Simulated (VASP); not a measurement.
# HfB2 (P6/mmm) in VASP: single point with PBE

Aim: the single point of HfB2 with PBE.

All numbers are computed with VASP 6.6.1; they aren't measurements. Logs are shortened: lines on timing, memory, paths and dates and some standing lists are left out, and cuts for length are marked.

## (1) The cell of the first run

It takes space group P6/mmm (No. 191, hexagonal). Conventional cell: a = 3.140 Å, b = 3.140 Å, c = 3.480 Å, α = 90.00°, β = 90.00°, γ = 120.00°. Hf (site symmetry 6/mmm) has 12 B at 2.51 Å and 6 Hf at 3.14 Å within 3.3 Å. Within 2.4 Å of B (site symmetry -6m2) lie 3 B at 1.81 Å.

## (2) Single point, PBE

Contents of INCAR:

```
SYSTEM = HfB2
PREC     = Accurate       ! precision mode
ENCUT    = 520            ! plane-wave cutoff, eV
EDIFF    = 1E-7           ! SCF threshold, eV
ISMEAR   = 0              ! smearing method
SIGMA    = 0.05           ! smearing width, eV
LREAL    = .FALSE.        ! projectors in reciprocal space
LASPH    = .TRUE.         ! aspherical terms in the spheres
NELM     = 60             ! most SCF steps
ALGO     = Normal         ! electronic algorithm
ISIF     = 2              ! what is computed and relaxed
LWAVE    = .FALSE.        ! write WAVECAR
LCHARG   = .FALSE.        ! write CHGCAR
GGA      = PE             ! functional
NBANDS   = 15             ! bands
```

Contents of KPOINTS:

```
regular mesh
0
G
  18 18 12
  0 0 0
```

Contents of POSCAR:

```
HfB2
1.0
    3.1400000000      0.0000000000      0.0000000000
   -1.5700000000      2.7193197700      0.0000000000
    0.0000000000      0.0000000000      3.4800000000
Hf B
1 2
Direct
    0.0000000000      0.0000000000      0.0000000000
    0.3333333300      0.6666666700      0.5000000000
    0.6666666700      0.3333333300      0.5000000000
```

Potentials or basis: VASP PAW PBE potentials, release 64 (Hf_pv, B).

Launch:

```bash
> cat potpaw_PBE.64/Hf_pv/POTCAR potpaw_PBE.64/B/POTCAR > POTCAR
> mpirun -np 1 vasp_std > vasp.out
```

OUTCAR:

```text
SYSTEM = HfB2
   PREC = Accurate
   ENCUT = 520
   EDIFF = 1E-7
   ISMEAR = 0
   LREAL = .FALSE.
   LASPH = .TRUE.
   NELM = 60
   ISIF = 2
   GGA = PE

 ion  position               nearest neighbor table
   1  0.000  0.000  0.000-   2 2.51   3 2.51   2 2.51   3 2.51   3 2.51   3 2.51   2 2.51   2 2.51
                             3 2.51   3 2.51   2 2.51   2 2.51
   2  0.333  0.667  0.500-   3 1.81   3 1.81   3 1.81   1 2.51   1 2.51   1 2.51   1 2.51   1 2.51
                             1 2.51
   3  0.667  0.333  0.500-   2 1.81   2 1.81   2 1.81   1 2.51   1 2.51   1 2.51   1 2.51   1 2.51
                             1 2.51

  LATTYP: Found a hexagonal cell.
 ALAT       =     3.1400000000
 C/A-ratio  =     1.1082802548

  Lattice vectors:

 A1 = (   3.1400000000,   0.0000000000,   0.0000000000)
 A2 = (  -1.5700000000,   2.7193197700,   0.0000000000)
 A3 = (   0.0000000000,   0.0000000000,   3.4800000000)

Analysis of symmetry for initial positions (statically):
=====================================================================
 Subroutine PRICEL returns:
 Original cell was already a primitive cell.

 Routine SETGRP: Setting up the symmetry group for a
 hexagonal supercell.

 Subroutine GETGRP returns: Found 24 space group operations
 (whereof 24 operations were pure point group operations)
 out of a pool of 24 trial point group operations.

The static configuration has the point symmetry D_6h.

Analysis of symmetry for dynamics (positions and initial velocities):
=====================================================================
 Subroutine PRICEL returns:
 Original cell was already a primitive cell.

 Routine SETGRP: Setting up the symmetry group for a
 hexagonal supercell.

 Subroutine GETGRP returns: Found 24 space group operations
 (whereof 24 operations were pure point group operations)
 out of a pool of 24 trial point group operations.

The dynamic configuration has the point symmetry D_6h.

 Subroutine INISYM returns: Found 24 space group operations
 (whereof 24 operations are pure point group operations),
 and found     1 'primitive' translations

----------------------------------------------------------------------------------------

                                     Primitive cell

  volume of cell :      29.7146

  direct lattice vectors                    reciprocal lattice vectors
     3.140000000  0.000000000  0.000000000     0.318471338  0.183869512  0.000000000
    -1.570000000  2.719319770  0.000000000     0.000000000  0.367739025  0.000000000
     0.000000000  0.000000000  3.480000000     0.000000000  0.000000000  0.287356322

  length of vectors
     3.140000000  3.140000002  3.480000000     0.367739025  0.367739025  0.287356322

  position of ions in fractional coordinates (direct lattice)
     0.000000000  0.000000000  0.000000000
     0.333333330  0.666666670  0.500000000
     0.666666670  0.333333330  0.500000000

  ion indices of the primitive-cell ions
   primitive index   ion index
                 1           1
                 2           2
                 3           3

----------------------------------------------------------------------------------------

 KPOINTS: regular mesh

Automatic generation of k-mesh.
 Grid dimensions read from file:
 generate k-points for:   18   18   12

 Generating k-lattice:

  Cartesian coordinates                     Fractional coordinates (reciprocal lattice)
     0.017692852  0.010214973  0.000000000     0.055555556  0.000000000  0.000000000
     0.000000000  0.020429946  0.000000000     0.000000000  0.055555556  0.000000000
     0.000000000  0.000000000  0.023946360     0.000000000  0.000000000  0.083333333

  Length of vectors
     0.020429946  0.020429946  0.023946360

  Shift w.r.t. Gamma in fractional coordinates (k-lattice)
     0.000000000  0.000000000  0.000000000

 Subroutine IBZKPT returns following result:
 ===========================================

 Found    259 irreducible k-points:

 Following reciprocal coordinates:
            Coordinates               Weight
  0.000000  0.000000  0.000000      1.000000
  0.055556  0.000000  0.000000      6.000000
  0.111111  0.000000  0.000000      6.000000
  0.166667  0.000000  0.000000      6.000000
  0.222222  0.000000  0.000000      6.000000
  0.277778  0.000000  0.000000      6.000000
[... 16 lines left out ...]
  0.333333  0.111111  0.000000     12.000000
  0.388889  0.111111  0.000000     12.000000
 [... further k-points ...]
   k-points           NKPTS =    259   k-points in BZ     NKDIM =    259   number of bands    NBANDS=     15
   number of dos      NEDOS =    301   number of ions     NIONS =      3
   total plane-waves  NPLWV =  16128
   dimension x,y,z NGX =    24 NGY =   24 NGZ =   28
   dimension x,y,z NGXF=    48 NGYF=   48 NGZF=   56
   ions per type =               1   2
   NGX,Y,Z   is equivalent  to a cutoff of  12.71, 12.71, 13.38 a.u.
   NGXF,Y,Z  is equivalent  to a cutoff of  25.41, 25.41, 26.75 a.u.
 SYSTEM =  HfB2
   PREC   = accura    normal or accurate (medium, high low for compatibility)
   ISTART =      0    job   : 0-new  1-cont  2-samecut
   ICHARG =      2    charge: 1-file 2-atom 10-const
   ISPIN  =      1    spin polarized calculation?
   LNONCOLLINEAR =      F non collinear calculations
   LSORBIT =      F    spin-orbit coupling
   LASPH  =      T    aspherical Exc in radial PAW
   ENCUT  =  520.0 eV  38.22 Ry    6.18 a.u.   5.84  5.84  6.47*2*pi/ulx,y,z
   NELM   =     60;   NELMIN=  2; NELMDL= -5     # of ELM steps
   EDIFF  = 0.1E-06   stopping-criterion for ELM
   LREAL  =      F    real-space projection
   EDIFFG = 0.1E-05   stopping-criterion for IOM
   NSW    =      0    number of steps for IOM
   IBRION =     -1    ionic relax: 0-MD 1-quasi-New 2-CG
   NFREE  =      0    steps in history (QN), initial steepest desc. (CG)
   ISIF   =      2    stress and relaxation
   ISYM   =      2    0-nonsym 1-usesym 2-fastsym
   POTIM  = 0.5000    time-step for ionic-motion
   TEBEG  =    0.0;   TEEND  =   0.0 temperature during run
   PSTRESS=    0.0 pullay stress
   NELECT =      16.0000    total number of electrons
   NUPDOWN=      -1.0000    fix difference up-down
   EMIN   =  10.00;   EMAX   =-10.00  energy-range for DOS
   EFERMI =   0.00;   METHOD = LEGACY
   ISMEAR =     0;   SIGMA  =   0.05  broadening in eV -4-tet -1-fermi 0-gaus
   EFERMI_NEDOS =   21; number of points for ismear=-14 and -15
   IALGO  =     38    algorithm
   IMIX   =      4    mixing-type and parameters
     AMIX     =   0.40;   BMIX     =  1.00
     AMIX_MAG =   1.60;   BMIX_MAG =  1.00
  volume/ion in A,a.u.               =       9.90        66.84
  Fermi-wavevector in a.u.,A,eV,Ry     =   1.331860  2.516850 24.134693  1.773850
  Thomas-Fermi vector in A             =   2.460838
   LORBIT       =      0    0 simple, 1 ext, 2 COOP (PROOUT), +10 PAW based schemes
   GGA     = PE    functional components
   LHFCALC =     F    Hartree Fock is set to
   AEXX    =    0.0000 exact exchange contribution
   IVDW    =     0    specifies the selected vdW correction
   LEPSILON=     F    determine dielectric tensor
   LRPA    =     F    only Hartree local field effects (RPA)
 non-spin polarized calculation
 Gauss-broadening in eV      SIGMA  =   0.05
  energy-cutoff  :      520.00
  volume of cell :       29.71
 maximum number of plane-waves:       818
 NGX is ok and might be reduce to    24
   NGX = 11   NGY = 11   NGZ = 13

 number of electron      15.9999998 magnetization

 Free energy of the ion-electron system (eV)
  ---------------------------------------------------
  ext. energy  EPLUGINS =         0.00000000
  ---------------------------------------------------
  free energy    TOTEN  =       -26.40065940 eV

  energy without entropy =      -26.40045839  energy(sigma->0) =      -26.40055890

 E-fermi :   7.7545     XC(G=0): -12.5968

 val. band max:        7.7141299248   @ k =   0.1111   0.0000   0.4167
 cond. band min:       7.7879887097   @ k =   0.3889   0.2222   0.0000
 fundamental gap:      0.0738587849
 Fermi energy:         7.7545192129

 k-point     1 :       0.0000    0.0000    0.0000
  band No.  band energies     occupation
      1     -22.9618      2.00000
      2     -22.4636      2.00000
      3     -22.4636      2.00000
      4      -6.0847      2.00000
      5       4.6682      2.00000
      6       4.7720      2.00000
      7       4.7720      2.00000
      8       4.8878      2.00000
      9      11.6982      0.00000
     10      11.6982      0.00000
     11      12.3320      0.00000
     12      12.3320      0.00000
     13      12.6603      0.00000
     14      12.6603      0.00000
     15      12.6628      0.00000

 k-point     2 :       0.0556    0.0000    0.0000
  band No.  band energies     occupation
      1     -22.9578      2.00000
      2     -22.4882      2.00000
      3     -22.4691      2.00000
      4      -6.0176      2.00000
      5       4.5742      2.00000
      6       4.7376      2.00000
      7       4.7685      2.00000
      8       4.8283      2.00000
      9      11.6422      0.00000
     10      11.6503      0.00000
     11      11.7890      0.00000
     12      11.8674      0.00000
     13      12.9001      0.00000
     14      13.2029      0.00000
     15      13.3194      0.00000
[... 365 lines left out ...]
      3     -22.6724      2.00000
      4      -3.1212      2.00000
      5       0.0570      2.00000
      6       3.1003      2.00000
      7       3.7749      2.00000
      8       6.2133      2.00000
      9       8.3741      0.00000
     10      10.4292      0.00000
     11      12.6539      0.00000
     12      13.6201      0.00000
     13      14.1540      0.00000
     14      17.2500      0.00000
     15      17.2934      0.00000

 k-point    24 :       0.3889    0.1111    0.0000
  band No.  band energies     occupation
      1     -23.1763      2.00000
      2     -22.8288      2.00000
      3     -22.6919      2.00000
      4      -2.4200      2.00000
      5      -0.7393      2.00000
      6       2.9499      2.00000
      7       3.7283      2.00000
      8       6.1341      2.00000
      9       8.0825      0.00000
     10      11.2831      0.00000
     11      12.5486      0.00000
     12      13.3962      0.00000
     13      14.8087      0.00000
     14      16.4478      0.00000
     15      18.1788      0.00000

 [... further k-points ...]

------------------------ aborting loop because EDIFF is reached ----------------------------------------

  FORCE on cell =-STRESS in cart. coord.  units (eV):
  Direction    XX          YY          ZZ          XY          YZ          ZX
  --------------------------------------------------------------------------------------
  -------------------------------------------------------------------------------------
  Total        0.1735496      0.1735496      0.1938202      0.0000000      0.0000000      0.0000000
  in kB        9.3576098      9.3576098     10.4505793      0.0000000      0.0000000      0.0000000
  external PRESSURE =       9.7219330 kB  Pullay stress =       0.0000000 kB

 VOLUME and BASIS-vectors are now :
 -----------------------------------------------------------------------------
  energy-cutoff  :      520.00
  volume of cell :       29.71
      direct lattice vectors                 reciprocal lattice vectors
     3.140000000  0.000000000  0.000000000     0.318471338  0.183869512  0.000000000
    -1.570000000  2.719319770  0.000000000     0.000000000  0.367739025  0.000000000
     0.000000000  0.000000000  3.480000000     0.000000000  0.000000000  0.287356322

 POSITION                                       TOTAL-FORCE (eV/Angst)
 -----------------------------------------------------------------------------------
      0.00000      0.00000      0.00000        -0.000000      0.000000     -0.000000
     -0.00000      1.81288      1.74000         0.000000     -0.000000     -0.000000
      1.57000      0.90644      1.74000        -0.000000      0.000000      0.000000
 -----------------------------------------------------------------------------------
    total drift:                                0.000000     -0.000000     -0.000000

  FREE ENERGIE OF THE ION-ELECTRON SYSTEM (eV)
  ---------------------------------------------------
  free  energy   TOTEN  =       -26.4006594015 eV

  energy  without entropy=      -26.4004583916  energy(sigma->0) =      -26.40055890
```

It took 57 s on 1 thread of Intel Xeon 6975P-C, shared host; peak memory 0.24 GiB.

What came out:

| Quantity | Value |
| --- | --- |
| Free energy | -26.4007 eV |
| Pressure | 1.0 GPa |
| Band gap on the k mesh | zero (band 8 reaches 8.47 eV, above the bottom of band 9 at 7.13 eV) |

Caveat: spin-orbit coupling is left out, which moves the levels of the heavy elements.
